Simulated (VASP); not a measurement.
# HfC (P6_3/mmc) in VASP: a series of runs

Runs on HfC. Level: r2SCAN. Tasks: single point.

Everything below comes from runs of VASP 6.6.1. Logs are shortened: lines on timing, memory, paths and dates and some standing lists are left out, and cuts for length are marked.

## Step 1: The cell of the first run

The structure is hexagonal, space group P6_3/mmc (No. 194). Conventional cell: a = 3.228 Å, b = 3.228 Å, c = 5.023 Å, α = 90.00°, β = 90.00°, γ = 120.00°. Hf (site symmetry -6m2) has 6 C at 2.25 Å within 3.0 Å. C (site symmetry -3m) has 6 Hf at 2.25 Å and 2 C at 2.51 Å within 3.0 Å.

## Step 2: Single point, r2SCAN

The input, POSCAR:

```
HfC
1.0
    3.2275016372      0.0000000000      0.0000000000
   -1.6137508186      2.7950985269      0.0000000000
    0.0000000000      0.0000000000      5.0231651381
Hf C
2 2
Direct
    0.6666666667      0.3333333333      0.7500000000
    0.3333333333      0.6666666667      0.2500000000
    0.0000000000      0.0000000000      0.0000000000
    0.0000000000      0.0000000000      0.5000000000
```

The input, INCAR.step1:

```
SYSTEM = HfC
ALGO = Normal
EDIFF = 1E-4
ENCUT = 520
GGA = PE
ISMEAR = -1
LASPH = .TRUE.
LCHARG = .FALSE.
LREAL = .FALSE.
LWAVE = .TRUE.
NBANDS = 22
NELM = 80
PREC = Accurate
SIGMA = 0.1
```

The input, INCAR.step2:

```
SYSTEM = HfC
ALGO = Normal
EDIFF = 1E-6
ENCUT = 520
ISIF = 2
ISMEAR = -1
ISTART = 1
LASPH = .TRUE.
LCHARG = .FALSE.
LMIXTAU = .TRUE.
LREAL = .FALSE.
LWAVE = .FALSE.
METAGGA = R2SCAN
NBANDS = 22
NELM = 80
PREC = Accurate
SIGMA = 0.1
```

The input, KPOINTS:

```
k-points
0
G
  8 8 5
  0 0 0
```

Potentials or basis: VASP PAW PBE potentials, release 64 (Hf_pv, C).

Run with:

```
cat potpaw_PBE.64/Hf_pv/POTCAR potpaw_PBE.64/C/POTCAR > POTCAR
cp INCAR.step1 INCAR
mpirun -np 1 vasp_std > vasp.out
cp INCAR.step2 INCAR
mpirun -np 1 vasp_std > vasp.out
```

OUTCAR:

```text
SYSTEM = HfC
   EDIFF = 1E-6
   ENCUT = 520
   ISIF = 2
   ISMEAR = -1
   ISTART = 1
   LASPH = .TRUE.
   LREAL = .FALSE.
   METAGGA = R2SCAN
   NELM = 80
   PREC = Accurate

 ion  position               nearest neighbor table
   1  0.667  0.333  0.750-   3 2.25   4 2.25   3 2.25   4 2.25   3 2.25   4 2.25   2 3.13   2 3.13
                             2 3.13   2 3.13   2 3.13   2 3.13
   2  0.333  0.667  0.250-   3 2.25   4 2.25   3 2.25   4 2.25   3 2.25   4 2.25   1 3.13   1 3.13
                             1 3.13   1 3.13   1 3.13   1 3.13
   3  0.000  0.000  0.000-   1 2.25   2 2.25   1 2.25   2 2.25   1 2.25   2 2.25
   4  0.000  0.000  0.500-   1 2.25   2 2.25   1 2.25   2 2.25   1 2.25   2 2.25

  LATTYP: Found a hexagonal cell.
 ALAT       =     3.2275016372
 C/A-ratio  =     1.5563633122

  Lattice vectors:

 A1 = (   3.2275016372,   0.0000000000,   0.0000000000)
 A2 = (  -1.6137508186,   2.7950985269,   0.0000000000)
 A3 = (   0.0000000000,   0.0000000000,   5.0231651381)

Analysis of symmetry for initial positions (statically):
=====================================================================
 Subroutine PRICEL returns:
 Original cell was already a primitive cell.

 Routine SETGRP: Setting up the symmetry group for a
 hexagonal supercell.

 Subroutine GETGRP returns: Found 24 space group operations
 (whereof 12 operations were pure point group operations)
 out of a pool of 24 trial point group operations.

The static configuration has the point symmetry D_3d.
 The point group associated with its full space group is D_6h.

Analysis of symmetry for dynamics (positions and initial velocities):
=====================================================================
 Subroutine PRICEL returns:
 Original cell was already a primitive cell.

 Routine SETGRP: Setting up the symmetry group for a
 hexagonal supercell.

 Subroutine GETGRP returns: Found 24 space group operations
 (whereof 12 operations were pure point group operations)
 out of a pool of 24 trial point group operations.

The dynamic configuration has the point symmetry D_3d.
 The point group associated with its full space group is D_6h.

 Subroutine INISYM returns: Found 24 space group operations
 (whereof 12 operations are pure point group operations),
 and found     1 'primitive' translations

----------------------------------------------------------------------------------------

                                     Primitive cell

  volume of cell :      45.3149

  direct lattice vectors                    reciprocal lattice vectors
     3.227501637  0.000000000  0.000000000     0.309837178  0.178884571  0.000000000
    -1.613750819  2.795098527  0.000000000     0.000000000  0.357769141  0.000000000
     0.000000000  0.000000000  5.023165138     0.000000000  0.000000000  0.199077668

  length of vectors
     3.227501637  3.227501740  5.023165138     0.357769153  0.357769141  0.199077668

  position of ions in fractional coordinates (direct lattice)
     0.666666667  0.333333333  0.750000000
     0.333333333  0.666666667  0.250000000
     0.000000000  0.000000000  0.000000000
     0.000000000  0.000000000  0.500000000

  ion indices of the primitive-cell ions
   primitive index   ion index
                 1           1
                 2           2
                 3           3
                 4           4

----------------------------------------------------------------------------------------

 KPOINTS: k-points

Automatic generation of k-mesh.
 Grid dimensions read from file:
 generate k-points for:    8    8    5

 Generating k-lattice:

  Cartesian coordinates                     Fractional coordinates (reciprocal lattice)
     0.038729647  0.022360571  0.000000000     0.125000000  0.000000000  0.000000000
     0.000000000  0.044721143  0.000000000     0.000000000  0.125000000  0.000000000
     0.000000000  0.000000000  0.039815534     0.000000000  0.000000000  0.200000000

  Length of vectors
     0.044721144  0.044721143  0.039815534

  Shift w.r.t. Gamma in fractional coordinates (k-lattice)
     0.000000000  0.000000000  0.000000000

 Subroutine IBZKPT returns following result:
 ===========================================

 Found     30 irreducible k-points:

 Following reciprocal coordinates:
            Coordinates               Weight
  0.000000  0.000000  0.000000      1.000000
  0.125000  0.000000  0.000000      6.000000
  0.250000  0.000000  0.000000      6.000000
  0.375000  0.000000  0.000000      6.000000
  0.500000  0.000000  0.000000      3.000000
  0.125000  0.125000  0.000000      6.000000
[... 16 lines left out ...]
  0.250000  0.000000  0.400000     12.000000
  0.375000  0.000000  0.400000     12.000000
 [... further k-points ...]
   k-points           NKPTS =     30   k-points in BZ     NKDIM =     30   number of bands    NBANDS=     22
   number of dos      NEDOS =    301   number of ions     NIONS =      4
   total plane-waves  NPLWV =  23040
   dimension x,y,z NGX =    24 NGY =   24 NGZ =   40
   dimension x,y,z NGXF=    48 NGYF=   48 NGZF=   80
   ions per type =               2   2
   NGX,Y,Z   is equivalent  to a cutoff of  12.36, 12.36, 13.24 a.u.
   NGXF,Y,Z  is equivalent  to a cutoff of  24.72, 24.72, 26.48 a.u.
 SYSTEM =  HfC
   PREC   = accura    normal or accurate (medium, high low for compatibility)
   ISTART =      1    job   : 0-new  1-cont  2-samecut
   ICHARG =      0    charge: 1-file 2-atom 10-const
   ISPIN  =      1    spin polarized calculation?
   LNONCOLLINEAR =      F non collinear calculations
   LSORBIT =      F    spin-orbit coupling
   LASPH  =      T    aspherical Exc in radial PAW
   ENCUT  =  520.0 eV  38.22 Ry    6.18 a.u.   6.00  6.00  9.34*2*pi/ulx,y,z
   NELM   =     80;   NELMIN=  2; NELMDL=  0     # of ELM steps
   EDIFF  = 0.1E-05   stopping-criterion for ELM
   LREAL  =      F    real-space projection
   EDIFFG = 0.1E-04   stopping-criterion for IOM
   NSW    =      0    number of steps for IOM
   IBRION =     -1    ionic relax: 0-MD 1-quasi-New 2-CG
   NFREE  =      0    steps in history (QN), initial steepest desc. (CG)
   ISIF   =      2    stress and relaxation
   ISYM   =      2    0-nonsym 1-usesym 2-fastsym
   POTIM  = 0.5000    time-step for ionic-motion
   TEBEG  =    0.0;   TEEND  =   0.0 temperature during run
   PSTRESS=    0.0 pullay stress
   NELECT =      28.0000    total number of electrons
   NUPDOWN=      -1.0000    fix difference up-down
   EMIN   =  10.00;   EMAX   =-10.00  energy-range for DOS
   EFERMI =   0.00;   METHOD = LEGACY
   ISMEAR =    -1;   SIGMA  =   0.10  broadening in eV -4-tet -1-fermi 0-gaus
   EFERMI_NEDOS =   21; number of points for ismear=-14 and -15
   IALGO  =     38    algorithm
   IMIX   =      4    mixing-type and parameters
     AMIX     =   0.40;   BMIX     =  1.00
     AMIX_MAG =   1.60;   BMIX_MAG =  1.00
  volume/ion in A,a.u.               =      11.33        76.45
  Fermi-wavevector in a.u.,A,eV,Ry     =   1.394378  2.634992 26.453668  1.944290
  Thomas-Fermi vector in A             =   2.517933
   LORBIT       =      0    0 simple, 1 ext, 2 COOP (PROOUT), +10 PAW based schemes
   METAGGA = R2SCAN    functional components
   LHFCALC =     F    Hartree Fock is set to
   AEXX    =    0.0000 exact exchange contribution
   IVDW    =     0    specifies the selected vdW correction
   LEPSILON=     F    determine dielectric tensor
   LRPA    =     F    only Hartree local field effects (RPA)
 non-spin polarized calculation
  energy-cutoff  :      520.00
  volume of cell :       45.31
 maximum number of plane-waves:      1240
   NGX = 13   NGY = 13   NGZ = 19

 number of electron      28.0000003 magnetization

 Free energy of the ion-electron system (eV)
  ---------------------------------------------------
  ext. energy  EPLUGINS =         0.00000000
  ---------------------------------------------------
  free energy    TOTEN  =      -113.39453490 eV

  energy without entropy =     -113.37254651  energy(sigma->0) =     -113.38354070

 E-fermi :   7.1929     XC(G=0): -13.7285

 val. band max:        7.1560930508   @ k =   0.0000   0.0000   0.2000
 cond. band min:       7.4339002961   @ k =   0.3750   0.2500   0.0000
 fundamental gap:      0.2778072453
 Fermi energy:         7.1928971821

 k-point     1 :       0.0000    0.0000    0.0000
  band No.  band energies     occupation
      1     -24.4343      2.00000
      2     -23.5672      2.00000
      3     -23.5672      2.00000
      4     -23.4474      2.00000
      5     -23.4474      2.00000
      6     -23.3331      2.00000
[... 14 lines left out ...]
     21      12.3058      0.00000
     22      16.8694      0.00000

 k-point     2 :       0.1250    0.0000    0.0000
  band No.  band energies     occupation
      1     -24.3798      2.00000
      2     -23.6802      2.00000
      3     -23.6099      2.00000
      4     -23.5487      2.00000
      5     -23.4497      2.00000
      6     -23.3525      2.00000
[... 14 lines left out ...]
     21      13.1468      0.00000
     22      16.1326      0.00000

 k-point     3 :       0.2500    0.0000    0.0000
  band No.  band energies     occupation
      1     -24.2332      2.00000
      2     -23.9539      2.00000
      3     -23.7735      2.00000
      4     -23.6983      2.00000
      5     -23.4690      2.00000
      6     -23.4134      2.00000
[... 14 lines left out ...]
     21      14.9627      0.00000
     22      15.0824      0.00000

 k-point     4 :       0.3750    0.0000    0.0000
  band No.  band energies     occupation
      1     -24.2196      2.00000
      2     -24.0464      2.00000
      3     -23.9824      2.00000
      4     -23.7773      2.00000
      5     -23.5132      2.00000
      6     -23.4963      2.00000
[... 14 lines left out ...]
     21      14.3706      0.00000
     22      15.4724      0.00000

 k-point     5 :       0.5000    0.0000    0.0000
  band No.  band energies     occupation
      1     -24.3264      2.00000
      2     -24.0658      2.00000
      3     -23.9365      2.00000
      4     -23.8085      2.00000
      5     -23.5868      2.00000
      6     -23.5089      2.00000
[... 14 lines left out ...]
     21      13.8226      0.00000
     22      14.8615      0.00000

 k-point     6 :       0.1250    0.1250    0.0000
  band No.  band energies     occupation
      1     -24.2789      2.00000
      2     -23.8144      2.00000
      3     -23.8119      2.00000
      4     -23.6001      2.00000
      5     -23.4942      2.00000
      6     -23.3928      2.00000
[... 14 lines left out ...]
     21      14.2803      0.00000
     22      15.1123      0.00000

 k-point     7 :       0.2500    0.1250    0.0000
  band No.  band energies     occupation
      1     -24.1091      2.00000
      2     -24.0948      2.00000
      3     -23.9467      2.00000
      4     -23.7263      2.00000
      5     -23.5452      2.00000
      6     -23.4760      2.00000
[... 324 lines left out ...]
      6     -23.5754      2.00000
[... 14 lines left out ...]
     21      15.8905      0.00000
     22      16.3805      0.00000

 k-point    21 :       0.0000    0.0000    0.4000
  band No.  band energies     occupation
      1     -24.0791      2.00000
      2     -23.7403      2.00000
      3     -23.5258      2.00000
      4     -23.5258      2.00000
      5     -23.4888      2.00000
      6     -23.4888      2.00000
[... 14 lines left out ...]
     21      13.0435      0.00000
     22      13.7376      0.00000

 k-point    22 :       0.1250    0.0000    0.4000
  band No.  band energies     occupation
      1     -24.0797      2.00000
      2     -23.8072      2.00000
      3     -23.5963      2.00000
      4     -23.5549      2.00000
      5     -23.5175      2.00000
      6     -23.5054      2.00000
[... 14 lines left out ...]
     21      13.7937      0.00000
     22      13.9205      0.00000

 k-point    23 :       0.2500    0.0000    0.4000
  band No.  band energies     occupation
      1     -24.1423      2.00000
      2     -24.0113      2.00000
      3     -23.6933      2.00000
      4     -23.6201      2.00000
      5     -23.5493      2.00000
      6     -23.5394      2.00000
[... 14 lines left out ...]
     21      15.1514      0.00000
     22      15.3287      0.00000

 k-point    24 :       0.3750    0.0000    0.4000
  band No.  band energies     occupation
      1     -24.3001      2.00000
      2     -24.2173      2.00000
      3     -23.6866      2.00000
      4     -23.6820      2.00000
      5     -23.5952      2.00000
      6     -23.5465      2.00000
[... 14 lines left out ...]
     21      15.7670      0.00000
     22      16.0576      0.00000

 [... further k-points ...]

------------------------ aborting loop because EDIFF is reached ----------------------------------------

  FORCE on cell =-STRESS in cart. coord.  units (eV):
  Direction    XX          YY          ZZ          XY          YZ          ZX
  --------------------------------------------------------------------------------------
  -------------------------------------------------------------------------------------
  Total        7.1479757      7.1479763      8.4359302      0.0000000      0.0000000     -0.0000000
  in kB      252.7275596    252.7275810    298.2651480      0.0000000      0.0000000     -0.0000000
  external PRESSURE =     267.9067628 kB  Pullay stress =       0.0000000 kB

 VOLUME and BASIS-vectors are now :
 -----------------------------------------------------------------------------
  energy-cutoff  :      520.00
  volume of cell :       45.31
      direct lattice vectors                 reciprocal lattice vectors
     3.227501637  0.000000000  0.000000000     0.309837178  0.178884571  0.000000000
    -1.613750819  2.795098527  0.000000000     0.000000000  0.357769141  0.000000000
     0.000000000  0.000000000  5.023165138     0.000000000  0.000000000  0.199077668

 POSITION                                       TOTAL-FORCE (eV/Angst)
 -----------------------------------------------------------------------------------
      1.61375      0.93170      3.76737         0.000000      0.000000      0.000000
     -0.00000      1.86340      1.25579        -0.000000      0.000000      0.000000
      0.00000      0.00000      0.00000        -0.000000      0.000000      0.000000
      0.00000      0.00000      2.51158        -0.000000      0.000000      0.000000
 -----------------------------------------------------------------------------------
    total drift:                               -0.000000      0.000000     -0.000000

  FREE ENERGIE OF THE ION-ELECTRON SYSTEM (eV)
  ---------------------------------------------------
  free  energy   TOTEN  =      -113.3945349015 eV

  energy  without entropy=     -113.3725465060  energy(sigma->0) =     -113.38354070
```

Wall time 2.2 min (1 thread of Intel Xeon 8259CL, shared host); peak memory 0.18 GiB.

Results:

```yaml
Free_energy: -113.3945 eV
Pressure: 26.8 GPa
Band_gap_on_the_k_mesh: zero (bands 14 and 15 overlap by 1.48 eV)
```

Caveat: the cell stands under pressure; the PAW data sets were made with another functional, which shifts forces and pressure a little; spin-orbit coupling is left out, which moves the levels of the heavy elements.

## Step 3: Single point, r2SCAN

This run uses another cell than the first one, of 11.64 Å³/atom.

The input, POSCAR:

```
HfC
1.0
    3.2571133980      0.0000000000      0.0000000000
   -1.6285566990      2.8207430651      0.0000000000
    0.0000000000      0.0000000000      5.0692517963
Hf C
2 2
Direct
    0.6666666667      0.3333333333      0.7500000000
    0.3333333333      0.6666666667      0.2500000000
    0.0000000000      0.0000000000      0.0000000000
    0.0000000000      0.0000000000      0.5000000000
```

The input, INCAR.step1:

```
PREC = Accurate
ENCUT = 520
ISMEAR = -1
SIGMA = 0.1
LREAL = F
LASPH = T
NELM = 100
NBANDS = 22
GGA = PE
ALGO = Normal
EDIFF = 1E-4
LWAVE = T
LCHARG = F
```

The input, INCAR.step2:

```
PREC = Accurate
ENCUT = 520
EDIFF = 1E-6
ISMEAR = -1
SIGMA = 0.1
LREAL = F
LASPH = T
NELM = 100
ALGO = Normal
ISIF = 2
LWAVE = F
LCHARG = T
METAGGA = R2SCAN
LMIXTAU = T
LELF = T
LVHAR = T
NBANDS = 22
ISTART = 1
```

The input, KPOINTS:

```
Automatic mesh
0
Gamma
  8 8 5
```

Potentials or basis: VASP PAW PBE potentials, release 64 (Hf_pv, C).

Run with:

```
cat potpaw_PBE.64/Hf_pv/POTCAR potpaw_PBE.64/C/POTCAR > POTCAR
cp INCAR.step1 INCAR
mpirun -np 1 vasp_std > vasp.out
cp INCAR.step2 INCAR
mpirun -np 1 vasp_std > vasp.out
```

Wall time 2.2 min (1 thread of Intel Xeon 8259CL, shared host); peak memory 0.19 GiB.

The run converged. Its results:

```yaml
Free_energy: -113.5681 eV
Pressure: 17.6 GPa
Band_gap_on_the_k_mesh: zero (bands 14 and 15 overlap by 1.46 eV)
```

Stress tensor (GPa, compression positive):
```
15.95  0.00  0.00
 0.00 15.95  0.00
 0.00  0.00 20.90
```

Levels at points of the mesh, in eV from the Fermi level:
| k point | band 10 | band 11 | band 12 | band 13 | band 14 | band 15 | band 16 | band 17 | band 18 | band 19 |
| --- | --- | --- | --- | --- | --- | --- | --- | --- | --- | --- |
| (0.00, 0.00, 0.00) | -3.52 | -3.52 | -1.47 | -1.47 | 1.32 | 1.71 | 1.71 | 2.22 | 2.22 | 2.68 |
| (0.50, 0.00, 0.00) | -4.41 | -3.96 | -3.62 | -1.90 | -1.25 | 1.73 | 4.99 | 5.47 | 5.60 | 6.32 |

Caveat: the cell stands under pressure; the PAW data sets were made with another functional, which shifts forces and pressure a little; spin-orbit coupling is left out, which moves the levels of the heavy elements.
